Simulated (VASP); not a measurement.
CaO (kpbe), 2 atoms in the cell. Symmetry: Fm-3m, No. 225, cubic system. Conventional cell: a = 4.907 Å, b = 4.907 Å, c = 4.907 Å, α = 90.00°, β = 90.00°, γ = 90.00°. Ca (site symmetry m-3m) has 6 O at 2.45 Å within 3.2 Å. Within 3.2 Å of O (site symmetry m-3m) lie 6 Ca at 2.45 Å. 

```yaml
Program: VASP 6.6.1
Task: relaxation of cell and atoms
Functional: PBE
Potentials_or_basis: VASP PAW PBE potentials, release 64 (Ca_sv, O)
Cutoff: 600 eV
k_mesh: 8 × 8 × 8
Occupations: gaussian, width 0.02 eV
Spin: no spin polarisation
Dipole_correction: no
Further_INCAR_settings: ALGO = Normal; EDIFF = 1e-06; IBRION = 2; EDIFFG = -0.002; NSW = 100; ISIF = 3
```

Potentials or basis: VASP PAW PBE potentials, release 64 (Ca_sv, O).

The run is started by

```console
$ cat potpaw_PBE.64/Ca_sv/POTCAR potpaw_PBE.64/O/POTCAR > POTCAR
$ mpirun -np 1 vasp_std > vasp.out
```

Hardware: 1 thread of Intel(R) Xeon(R) Platinum 8559C (Emerald Rapids) (shared host).

Question: Estimate the wall time of this run.

Answer: Wall time 18 s on 1 thread of Intel(R) Xeon(R) Platinum 8559C (Emerald Rapids) (shared host), peak memory 0.17 GiB. Counts: scf iterations 30, k points 29, ion steps 3.
